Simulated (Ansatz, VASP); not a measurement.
# Two plane-wave programs on LaSiO

The input INCAR:

```
SYSTEM = LaSiO
PREC     = Accurate       ! precision mode
ENCUT    = 520            ! plane-wave cutoff, eV
EDIFF    = 1E-6           ! SCF threshold, eV
ISMEAR   = 0              ! smearing method
SIGMA    = 0.1            ! smearing width, eV
LREAL    = .FALSE.        ! projectors in reciprocal space
LASPH    = .TRUE.         ! aspherical terms in the spheres
NELM     = 100            ! most SCF steps
ALGO     = Normal         ! electronic algorithm
ISIF     = 2              ! what is computed and relaxed
LWAVE    = .FALSE.        ! write WAVECAR
LCHARG   = .TRUE.         ! write CHGCAR
GGA      = PE             ! functional
LELF     = .TRUE.         ! ELF
LVHAR    = .TRUE.       
NBANDS   = 18             ! bands
```

File KPOINTS:

```
regular mesh
0
G
  4 4 6
  0 0 0
```

POSCAR

```
LaSiO
1.0
    4.3688710600      0.0000000000      0.0000000000
    0.0000000000      4.3688710600      0.0000000000
    0.0000000000      0.0000000000      3.5628633000
La Si O
1 1 1
Direct
    0.5000000000      0.5000000000      0.0000000000
    0.0000000000      0.0000000000      0.0000000000
    0.0000000000      0.0000000000      0.5000000000
```

Input for Ansatz:

```yaml
crystal:
  lattice:
    - [4.36887106, 0.0, 0.0]
    - [0.0, 4.36887106, 0.0]
    - [0.0, 0.0, 3.5628633]
  atoms:
    - { symbol: La, position: [0.5, 0.5, 0.0] }
    - { symbol: Si, position: [0.0, 0.0, 0.0] }
    - { symbol: O, position: [0.0, 0.0, 0.5] }
basis:
  ecutwfc: 420
kpoints:
  mp_grid: { grid: [4, 4, 6] }
hamiltonian:
  xc: pbe
scf:
  occupations: { method: gaussian, width: 0.1 }
  lower_state_search: "off"
output:
  forces: true
  stress: true
  eigenvalues: true
```

Alike in both runs: task single point; functional PBE; k mesh 4 × 4 × 6; occupations gaussian, width 0.1 eV; no spin polarisation.

|  | VASP | Ansatz |
| --- | --- | --- |
| version | VASP 6.6.1 | Ansatz 0.2.0 |
| potentials or method | VASP PAW PBE potentials, release 64 (La, Si, O), cutoff 520 eV | scalar-relativistic, plane waves, PAW |
| valence electrons in the cell | 21 | 21 |

Ansatz gave:

* gap on the k mesh at the Fermi level (eV): none
* pressure (GPa): 1.0
* traceless stress, the component that is largest in VASP (GPa): 9.42

Question: What did VASP give for the same quantities?

Answer: gap on the k mesh at the Fermi level (eV): none; pressure (GPa): 0.9; traceless stress, the component that is largest in VASP (GPa): 9.65.

A gap of «none» marks a metal or a gap that the smearing closes. With one functional, cell and mesh, what is left measures potentials, basis and numerics.

Spin-orbit coupling is off throughout.
